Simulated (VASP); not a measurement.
## LiF: relaxation of cell and atoms with LDA

Crystal: LiF.

```xyz
2
Lattice="0.0000 2.0100 2.0100 2.0100 0.0000 2.0100 2.0100 2.0100 0.0000" Properties=species:S:1:pos:R:3 pbc="T T T"
Li    0.0000    0.0000    0.0000
F     2.0100    2.0100    2.0100
```

| Quantity | Value |
| --- | --- |
| Program | VASP 6.6.1 |
| Task | relaxation of cell and atoms |
| Functional | LDA |
| Potentials or basis | VASP PAW LDA potentials, release 64 (Li_sv, F) |
| Cutoff | 750 eV |
| k mesh | 10 × 10 × 10 |
| Occupations | gaussian, width 0.02 eV |
| Spin | no spin polarisation |
| Dipole correction | no |
| Further INCAR settings | ALGO = Normal; EDIFF = 1e-07; IBRION = 2; EDIFFG = -0.002; NSW = 100; ISIF = 3 |

```yaml
Relaxed_volume: 7.44 Å³/atom
Relaxed_cell: a = 2.761 Å, b = 2.761 Å, c = 2.761 Å, α = 60.00°, β = 60.00°, γ = 60.00°
Space_group_after_relaxing_to_0.1_Å: Fm-3m (No. 225)
Energy_gained_by_relaxing: 15.2 meV/atom
Ionic_steps: 4
Pressure_after_relaxing: 0.0 GPa
Band_gap_on_the_k_mesh: 9.72 eV
```

The path:
| step | energy change (eV) | largest force (eV/Å) | pressure (GPa) | volume (Å³) |
| --- | --- | --- | --- | --- |
| 1 | 0.0000 | 0.0000 | -6.63 | 16.24 |
| 2 | -0.0242 | 0.0000 | -3.23 | 15.46 |
| 3 | -0.0303 | 0.0000 | -0.23 | 14.92 |
| 4 | -0.0303 | 0.0000 | 0.00 | 14.88 |

Final structure:
```yaml
crystal:
  lattice:
    - [0.00000, 1.95203, 1.95203]
    - [1.95203, 0.00000, 1.95203]
    - [1.95203, 1.95203, 0.00000]
  atoms:
    - { symbol: Li, position: [0.00000, 0.00000, 0.00000] }
    - { symbol: F, position: [0.50000, 0.50000, 0.50000] }
```

Levels at points of the mesh, in eV from the valence-band top:
```csv
k point,band 2,band 3,band 4,band 5,band 6,band 7,band 8,band 9
"(0.00, 0.00, 0.00)",-19.84,0.00,0.00,0.00,9.72,24.69,24.69,24.69
"(0.50, 0.00, 0.00)",-19.32,-2.88,-0.27,-0.27,10.87,17.50,19.15,19.15
"(0.50, 0.50, 0.00)",-18.95,-3.55,-1.18,-1.18,15.32,16.47,18.29,20.87
```

Run time: 25 s on 1 thread of Intel Xeon 8259CL, with other jobs on the host, peak memory 0.14 GiB.

A k mesh can miss the band edges.
